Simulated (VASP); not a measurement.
# Te (P3_121) in VASP: single point with r2SCAN

Aim: the single point of Te with r2SCAN.

Everything below comes from runs of VASP 6.6.1. Logs are shortened: lines on timing, memory, paths and dates and some standing lists are left out, and cuts for length are marked.

## (1) The cell of the first run

The structure is trigonal, space group P3_121 (No. 152). The conventional cell has a = 4.619 Å, b = 4.619 Å, c = 5.907 Å, α = 90.00°, β = 90.00°, γ = 120.00°. Within 3.7 Å of Te (site symmetry 2) lie 6 Te at 2.83 to 3.62 Å.

## (2) Single point, r2SCAN

Input file POSCAR:

```
Te
1.0
    4.6187103345      0.0000000000      0.0000000000
   -2.3093551673      3.9999204824      0.0000000000
    0.0000000000      0.0000000000      5.9068241229
Te
3
Direct
    0.7463758791      0.0000000000      0.3333333333
    0.0000000000      0.7463758791      0.6666666667
    0.2536241209      0.2536241209      0.0000000000
```

Input file INCAR.step1:

```
ALGO = Normal
EDIFF = 1E-4
ENCUT = 520
GGA = PE
ISMEAR = 0
LASPH = True
LCHARG = False
LREAL = False
LWAVE = True
NBANDS = 16
NELM = 60
PREC = Accurate
SIGMA = 0.02
```

Input file INCAR.step2:

```
ALGO = Normal
EDIFF = 1E-7
ENCUT = 520
ISIF = 2
ISMEAR = 0
ISTART = 1
LASPH = True
LCHARG = False
LMIXTAU = True
LREAL = False
LWAVE = False
METAGGA = R2SCAN
NBANDS = 16
NELM = 60
PREC = Accurate
SIGMA = 0.02
```

Input file KPOINTS:

```
k-points
0
Gamma
  9 9 6
```

Potentials or basis: VASP PAW PBE potentials, release 64 (Te).

Run with:

```console
$ cat potpaw_PBE.64/Te/POTCAR > POTCAR
$ cp INCAR.step1 INCAR
$ mpirun -np 1 vasp_std > vasp.out
$ cp INCAR.step2 INCAR
$ mpirun -np 1 vasp_std > vasp.out
```

OUTCAR:

```text
EDIFF = 1E-7
   ENCUT = 520
   ISIF = 2
   ISMEAR = 0
   ISTART = 1
   LASPH = True
   LREAL = False
   METAGGA = R2SCAN
   NELM = 60
   PREC = Accurate

 ion  position               nearest neighbor table
   1  0.746  0.000  0.333-   3 2.83   2 2.83   3 3.62   3 3.62   2 3.62   2 3.62
   2  0.000  0.746  0.667-   3 2.83   1 2.83   3 3.62   3 3.62   1 3.62   1 3.62
   3  0.254  0.254  0.000-   1 2.83   2 2.83   2 3.62   1 3.62   1 3.62   2 3.62

  LATTYP: Found a hexagonal cell.
 ALAT       =     4.6187103345
 C/A-ratio  =     1.2788903601

  Lattice vectors:

 A1 = (   4.6187103345,   0.0000000000,   0.0000000000)
 A2 = (  -2.3093551673,   3.9999204824,   0.0000000000)
 A3 = (   0.0000000000,   0.0000000000,   5.9068241229)

Analysis of symmetry for initial positions (statically):
=====================================================================
 Subroutine PRICEL returns:
 Original cell was already a primitive cell.

 Routine SETGRP: Setting up the symmetry group for a
 hexagonal supercell.

 Subroutine GETGRP returns: Found  6 space group operations
 (whereof  2 operations were pure point group operations)
 out of a pool of 24 trial point group operations.

The static configuration has the point symmetry C_2 .
 The point group associated with its full space group is D_3 .

Analysis of symmetry for dynamics (positions and initial velocities):
=====================================================================
 Subroutine PRICEL returns:
 Original cell was already a primitive cell.

 Routine SETGRP: Setting up the symmetry group for a
 hexagonal supercell.

 Subroutine GETGRP returns: Found  6 space group operations
 (whereof  2 operations were pure point group operations)
 out of a pool of 24 trial point group operations.

The dynamic configuration has the point symmetry C_2 .
 The point group associated with its full space group is D_3 .

 Subroutine INISYM returns: Found  6 space group operations
 (whereof  2 operations are pure point group operations),
 and found     1 'primitive' translations

----------------------------------------------------------------------------------------

                                     Primitive cell

  volume of cell :     109.1255

  direct lattice vectors                    reciprocal lattice vectors
     4.618710335  0.000000000  0.000000000     0.216510655  0.125002485  0.000000000
    -2.309355167  3.999920482  0.000000000     0.000000000  0.250004970  0.000000000
     0.000000000  0.000000000  5.906824123     0.000000000  0.000000000  0.169295713

  length of vectors
     4.618710335  4.618710335  5.906824123     0.250004970  0.250004970  0.169295713

  position of ions in fractional coordinates (direct lattice)
     0.746375879  0.000000000  0.333333333
     1.000000000  0.746375879  0.666666667
     0.253624121  0.253624121  0.000000000

  ion indices of the primitive-cell ions
   primitive index   ion index
                 1           1
                 2           2
                 3           3

----------------------------------------------------------------------------------------

 KPOINTS: k-points

Automatic generation of k-mesh.
 Grid dimensions read from file:
 generate k-points for:    9    9    6

 Generating k-lattice:

  Cartesian coordinates                     Fractional coordinates (reciprocal lattice)
     0.024056739  0.013889165  0.000000000     0.111111111 -0.000000000  0.000000000
     0.000000000  0.027778330  0.000000000     0.000000000  0.111111111  0.000000000
     0.000000000  0.000000000  0.028215952     0.000000000  0.000000000  0.166666667

  Length of vectors
     0.027778330  0.027778330  0.028215952

  Shift w.r.t. Gamma in fractional coordinates (k-lattice)
     0.000000000  0.000000000  0.000000000

 Subroutine IBZKPT returns following result:
 ===========================================

 Found     62 irreducible k-points:

 Following reciprocal coordinates:
            Coordinates               Weight
  0.000000  0.000000  0.000000      1.000000
  0.111111  0.000000  0.000000      6.000000
  0.222222  0.000000  0.000000      6.000000
  0.333333  0.000000  0.000000      6.000000
  0.444444  0.000000  0.000000      6.000000
  0.111111  0.111111  0.000000      6.000000
[... 16 lines left out ...]
  0.222222  0.111111  0.166667     12.000000
 -0.111111  0.333333  0.166667     12.000000
 [... further k-points ...]
   k-points           NKPTS =     62   k-points in BZ     NKDIM =     62   number of bands    NBANDS=     16
   number of dos      NEDOS =    301   number of ions     NIONS =      3
   total plane-waves  NPLWV =  62208
   dimension x,y,z NGX =    36 NGY =   36 NGZ =   48
   dimension x,y,z NGXF=    72 NGYF=   72 NGZF=   96
   ions per type =               3
   NGX,Y,Z   is equivalent  to a cutoff of  12.96, 12.96, 13.51 a.u.
   NGXF,Y,Z  is equivalent  to a cutoff of  25.92, 25.92, 27.02 a.u.
 SYSTEM =  unknown system
   PREC   = accura    normal or accurate (medium, high low for compatibility)
   ISTART =      1    job   : 0-new  1-cont  2-samecut
   ICHARG =      0    charge: 1-file 2-atom 10-const
   ISPIN  =      1    spin polarized calculation?
   LNONCOLLINEAR =      F non collinear calculations
   LSORBIT =      F    spin-orbit coupling
   LASPH  =      T    aspherical Exc in radial PAW
   ENCUT  =  520.0 eV  38.22 Ry    6.18 a.u.   8.59  8.59 10.98*2*pi/ulx,y,z
   NELM   =     60;   NELMIN=  2; NELMDL=  0     # of ELM steps
   EDIFF  = 0.1E-06   stopping-criterion for ELM
   LREAL  =      F    real-space projection
   EDIFFG = 0.1E-05   stopping-criterion for IOM
   NSW    =      0    number of steps for IOM
   IBRION =     -1    ionic relax: 0-MD 1-quasi-New 2-CG
   NFREE  =      0    steps in history (QN), initial steepest desc. (CG)
   ISIF   =      2    stress and relaxation
   ISYM   =      2    0-nonsym 1-usesym 2-fastsym
   POTIM  = 0.5000    time-step for ionic-motion
   TEBEG  =    0.0;   TEEND  =   0.0 temperature during run
   PSTRESS=    0.0 pullay stress
   NELECT =      18.0000    total number of electrons
   NUPDOWN=      -1.0000    fix difference up-down
   EMIN   =  10.00;   EMAX   =-10.00  energy-range for DOS
   EFERMI =   0.00;   METHOD = LEGACY
   ISMEAR =     0;   SIGMA  =   0.02  broadening in eV -4-tet -1-fermi 0-gaus
   EFERMI_NEDOS =   21; number of points for ismear=-14 and -15
   IALGO  =     38    algorithm
   IMIX   =      4    mixing-type and parameters
     AMIX     =   0.40;   BMIX     =  1.00
     AMIX_MAG =   1.60;   BMIX_MAG =  1.00
  volume/ion in A,a.u.               =      36.38       245.47
  Fermi-wavevector in a.u.,A,eV,Ry     =   0.897822  1.696638 10.967446  0.806085
  Thomas-Fermi vector in A             =   2.020454
   LORBIT       =      0    0 simple, 1 ext, 2 COOP (PROOUT), +10 PAW based schemes
   METAGGA = R2SCAN    functional components
   LHFCALC =     F    Hartree Fock is set to
   AEXX    =    0.0000 exact exchange contribution
   IVDW    =     0    specifies the selected vdW correction
   LEPSILON=     F    determine dielectric tensor
   LRPA    =     F    only Hartree local field effects (RPA)
 non-spin polarized calculation
 Gauss-broadening in eV      SIGMA  =   0.02
  energy-cutoff  :      520.00
  volume of cell :      109.13
 maximum number of plane-waves:      2974
 NGX is ok and might be reduce to    36
   NGX = 17   NGY = 17   NGZ = 21

 number of electron      17.9999999 magnetization

 Free energy of the ion-electron system (eV)
  ---------------------------------------------------
  ext. energy  EPLUGINS =         0.00000000
  ---------------------------------------------------
  free energy    TOTEN  =       -76.24634188 eV

  energy without entropy =      -76.24634188  energy(sigma->0) =      -76.24634188

 E-fermi :   5.0050     XC(G=0):  -9.1374

 val. band max:        4.8842953193   @ k =   0.3333   0.3333   0.5000
 cond. band min:       5.4388493020   @ k =   0.3333   0.3333   0.5000
 fundamental gap:      0.5545539827
 Fermi energy:         5.0050053162

 k-point     1 :       0.0000    0.0000    0.0000
  band No.  band energies     occupation
      1      -8.9373      2.00000
      2      -5.5218      2.00000
      3      -5.5218      2.00000
      4       1.7290      2.00000
      5       1.9474      2.00000
      6       1.9474      2.00000
[... 8 lines left out ...]
     15      11.1711      0.00000
     16      11.8892      0.00000

 k-point     2 :       0.1111    0.0000    0.0000
  band No.  band energies     occupation
      1      -8.8675      2.00000
      2      -5.5560      2.00000
      3      -5.5056      2.00000
      4       1.2198      2.00000
      5       1.6359      2.00000
      6       1.8958      2.00000
[... 8 lines left out ...]
     15      11.4494      0.00000
     16      11.7752      0.00000

 k-point     3 :       0.2222    0.0000    0.0000
  band No.  band energies     occupation
      1      -8.6715      2.00000
      2      -5.6785      2.00000
      3      -5.4620      2.00000
      4       0.5662      2.00000
      5       1.1785      2.00000
      6       1.6552      2.00000
[... 8 lines left out ...]
     15      11.7312      0.00000
     16      12.2634      0.00000

 k-point     4 :       0.3333    0.0000    0.0000
  band No.  band energies     occupation
      1      -8.4002      2.00000
      2      -5.8991      2.00000
      3      -5.4084      2.00000
      4       0.2263      2.00000
      5       0.8106      2.00000
      6       1.4530      2.00000
[... 8 lines left out ...]
     15      12.3930      0.00000
     16      13.1782      0.00000
[... 324 lines left out ...]
 k-point    22 :       0.1111    0.1111    0.1667
  band No.  band energies     occupation
      1      -8.6327      2.00000
      2      -6.4060      2.00000
      3      -4.7407      2.00000
      4       0.8176      2.00000
      5       1.0991      2.00000
      6       1.9583      2.00000
[... 8 lines left out ...]
     15      11.6179      0.00000
     16      11.8756      0.00000

 k-point    23 :       0.2222    0.1111    0.1667
  band No.  band energies     occupation
      1      -8.3987      2.00000
      2      -6.3846      2.00000
      3      -4.9149      2.00000
      4       0.2841      2.00000
      5       0.6936      2.00000
      6       1.6881      2.00000
[... 8 lines left out ...]
     15      12.4216      0.00000
     16      12.8813      0.00000

 k-point    24 :      -0.1111    0.3333    0.1667
  band No.  band energies     occupation
      1      -8.4035      2.00000
      2      -6.3353      2.00000
      3      -4.9992      2.00000
      4       0.4586      2.00000
      5       0.8554      2.00000
      6       1.8720      2.00000
[... 8 lines left out ...]
     15      12.0707      0.00000
     16      12.3097      0.00000

 [... further k-points ...]

------------------------ aborting loop because EDIFF is reached ----------------------------------------

  FORCE on cell =-STRESS in cart. coord.  units (eV):
  Direction    XX          YY          ZZ          XY          YZ          ZX
  --------------------------------------------------------------------------------------
  -------------------------------------------------------------------------------------
  Total        0.0258901      0.0258901      0.0490438     -0.0000000      0.0000000      0.0000000
  in kB        0.3801183      0.3801183      0.7200591     -0.0000000      0.0000000      0.0000000
  external PRESSURE =       0.4934319 kB  Pullay stress =       0.0000000 kB

 VOLUME and BASIS-vectors are now :
 -----------------------------------------------------------------------------
  energy-cutoff  :      520.00
  volume of cell :      109.13
      direct lattice vectors                 reciprocal lattice vectors
     4.618710335  0.000000000  0.000000000     0.216510655  0.125002485  0.000000000
    -2.309355167  3.999920482  0.000000000     0.000000000  0.250004970  0.000000000
     0.000000000  0.000000000  5.906824123     0.000000000  0.000000000  0.169295713

 POSITION                                       TOTAL-FORCE (eV/Angst)
 -----------------------------------------------------------------------------------
      3.44729      0.00000      1.96894        -0.029347      0.000000     -0.000000
     -1.72365      2.98544      3.93788         0.014674     -0.025415     -0.000000
      0.58571      1.01448      0.00000         0.014674      0.025415      0.000000
 -----------------------------------------------------------------------------------
    total drift:                                0.000000      0.000001     -0.000000

  FREE ENERGIE OF THE ION-ELECTRON SYSTEM (eV)
  ---------------------------------------------------
  free  energy   TOTEN  =       -76.2463418790 eV

  energy  without entropy=      -76.2463418790  energy(sigma->0) =      -76.24634188
```

Wall time 3.6 min (1 thread of Intel Xeon Platinum 8488C (Sapphire Rapids), shared host); peak memory 0.3 GiB.

What came out:

| Item | Value |
| --- | --- |
| Free energy | -76.2463 eV |
| Pressure | 0.0 GPa |
| Largest force | 0.029 eV/Å |
| Band gap on the k mesh | 0.55 eV |

Forces in eV/Å, atoms in the order of the input:
```
Te  -0.029  0.000  0.000
Te   0.015 -0.025  0.000
Te   0.015  0.025  0.000
```

Caveat: the PAW data sets were made with another functional, which shifts forces and pressure a little; spin-orbit coupling is left out, which moves the levels of the heavy elements; an odd mesh through Γ misses points on the zone boundary, where band edges can lie.
